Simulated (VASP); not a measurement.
# WS2: single point with PBE+D3(BJ)

WS2, a slab with vacuum:

```
S W
1.0
     3.15978    0.00000    0.00000
    -1.57989    2.73645    0.00000
     0.00000    0.00000   23.80354
S W
4 2
Cartesian
  0.0000 1.8243 4.5000
  0.0000 1.8243 7.6518
  0.0000 3.6486 10.9418
  0.0000 3.6486 14.0935
  1.5799 0.9121 6.0759
  1.5799 2.7364 12.5176
```

```json
{"Program": "VASP 6.6.1", "Task": "single point", "Functional": "PBE", "Dispersion": "D3(BJ)", "Potentials or basis": "VASP PAW PBE potentials, release 64 (S, W_sv)", "Cutoff": "520 eV", "k mesh": "9 × 9 × 1", "Occupations": "gaussian, width 0.05 eV", "Spin": "no spin polarisation"}
```

```
Largest force              : 0.056 eV/Å
Band gap on the k mesh     : 1.68 eV, indirect (least direct gap 1.89 eV)
Dispersion energy per atom : -0.357 eV
```

Forces on the atoms (eV/Å):
```
S    0.000  0.000  0.005
S    0.000  0.000  0.054
S    0.000  0.000 -0.050
S    0.000  0.000 -0.003
W    0.000  0.000  0.049
W    0.000  0.000 -0.056
```

Levels at points of the mesh, in eV from the valence-band top:
```csv
k point,band 24,band 25,band 26,band 27,band 28,band 29
"(0.00, 0.00, 0.00)",-1.78,-0.54,0.00,2.68,2.68,2.72
```

It took 100 s on 1 thread of Intel(R) Xeon(R) 6975P-C (Granite Rapids), with other jobs on the host, peak memory 0.34 GiB.

Caveat: spin-orbit coupling is left out, which moves the levels of the heavy elements.
